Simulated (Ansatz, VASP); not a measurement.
**KTaO3: VASP beside Ansatz**

```xyz
5
Lattice="3.9883 0.0000 0.0000 0.0000 3.9883 0.0000 0.0000 0.0000 3.9883" Properties=species:S:1:pos:R:3 pbc="T T T"
Ta    0.0000    0.0000    0.0000
K     1.9942    1.9942    1.9942
O     0.0000    0.0000    1.9942
O     0.0000    1.9942    0.0000
O     1.9942    0.0000    0.0000
```

Alike in both runs: functional PBEsol; k mesh 7 × 7 × 7; occupations fermi-dirac, width 0.05 eV; no spin polarisation; Hubbard terms Ta d U = 5.0 eV.

|  | VASP | Ansatz |
| --- | --- | --- |
| version | VASP 6.6.1 | Ansatz 0.2.0 |
| potentials or method | VASP PAW PBE potentials, release 64 (Ta_sv_GW, K_sv, O) | Ansatz PAW |
| plane-wave cutoff (eV) | 600 | 420 |
| valence electrons in the cell | 40 | 40 |
| task | single point | projected density of states |

Ansatz gave:

| Property | Result |
| --- | --- |
| gap on the k mesh at the Fermi level (eV) | 2.84 |
| least direct gap on the mesh (eV) | 3.46 |
| pressure (GPa) | 1.0 |

Task: Which values does VASP return?

Result: gap on the k mesh at the Fermi level (eV): 2.87; least direct gap on the mesh (eV): 3.51; pressure (GPa): 4.9.

VASP's potentials were made for PBE, not for PBEsol. The programs project onto different local orbitals, so the same U acts differently, and such runs can settle in different states.

Spin-orbit coupling is off throughout. Noted on Ansatz's run: odd divisions of the mesh miss points on the zone boundary, where band edges often lie, so the gap on the mesh can be too wide.
